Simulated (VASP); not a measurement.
InWS4, 6 atoms in the cell. Symmetry: P6mm, No. 183, hexagonal system. Conventional cell: a = 4.390 Å, b = 4.390 Å, c = 8.017 Å, α = 90.00°, β = 90.00°, γ = 120.00°. Within 3.7 Å of In (site symmetry 6mm) lie 1 W at 2.78 Å and 6 S at 2.83 Å. Within 3.3 Å of W (site symmetry 6mm) lie 6 S at 2.53 Å and 1 In at 2.78 Å. Within 3.3 Å of S (site symmetry 3m) lie 3 S at 2.53 Å and 3 W at 2.53 Å. Within 3.3 Å of S (site symmetry 3m) lie 3 S at 2.53 Å and 3 In at 2.83 Å. 

```yaml
Program: VASP 6.6.1
Task: single point
Functional: PBE
Potentials_or_basis: VASP PAW PBE potentials, release 64 (In_d, W_sv, S)
Cutoff: 520 eV
k_mesh: 6 × 6 × 2
Occupations: gaussian, width 0.1 eV
Spin: no spin polarisation
Dipole_correction: no
Further_INCAR_settings: ALGO = Normal; EDIFF = 1e-06; NBANDS = 34
```

Potentials or basis: VASP PAW PBE potentials, release 64 (In_d, W_sv, S).

Run with:

```sh
$ cat potpaw_PBE.64/In_d/POTCAR potpaw_PBE.64/W_sv/POTCAR potpaw_PBE.64/S/POTCAR > POTCAR
$ mpirun -np 1 vasp_std > vasp.out
```

Hardware: 1 thread of Intel(R) Xeon(R) 6975P-C (Granite Rapids), on a shared host.

Task: Estimate the wall time of this run.

Result: It took 41 s on 1 thread of Intel(R) Xeon(R) 6975P-C (Granite Rapids), with other jobs on the host, peak memory 0.29 GiB. Counts: scf iterations 16, k points 14.
